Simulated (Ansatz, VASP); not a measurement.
**ScNbTe3 in VASP and in Ansatz**

```
Sc Nb Te
1.0
     3.58840    2.07177    3.52003
    -3.58840    2.07177    3.52003
     0.00000   -4.14353    3.52003
Sc Nb Te
1 1 3
Direct
  0.00000 0.00000 0.00000
  0.50000 0.50000 0.50000
  0.00000 0.60379 0.39621
  0.39621 0.00000 0.60379
  0.60379 0.39621 0.00000
```

Alike in both runs: functional PBE; k mesh 3 × 3 × 3; occupations gaussian, width 0.1 eV; no spin polarisation.

Ansatz relaxed the structure, and its values are those at the end. VASP's run is a single point on that final structure, the one shown.

```csv
,VASP,Ansatz
version,VASP 6.6.1,Ansatz 0.2.0
potentials or method,"VASP PAW PBE potentials, release 64 (Sc_sv, Nb_sv, Te), cutoff 520 eV","scalar-relativistic, plane waves, PAW"
valence electrons in the cell,42,72
```

```csv
,VASP,Ansatz,Ansatz less VASP
gap on the k mesh at the Fermi level (eV),none,none,-
pressure (GPa),-0.1,0.0,+0.03
rms of the force components (eV/Å),0.006,0.003,-0.0037
```

A gap of «none» marks a metal or a gap that the smearing closes. VASP's potentials hold 42 valence electrons a cell and Ansatz's 72, so a difference there can come from the potentials and not from the codes.

The k mesh is coarse, so the values compare programs but aren't converged. Neither program's run includes spin-orbit coupling.
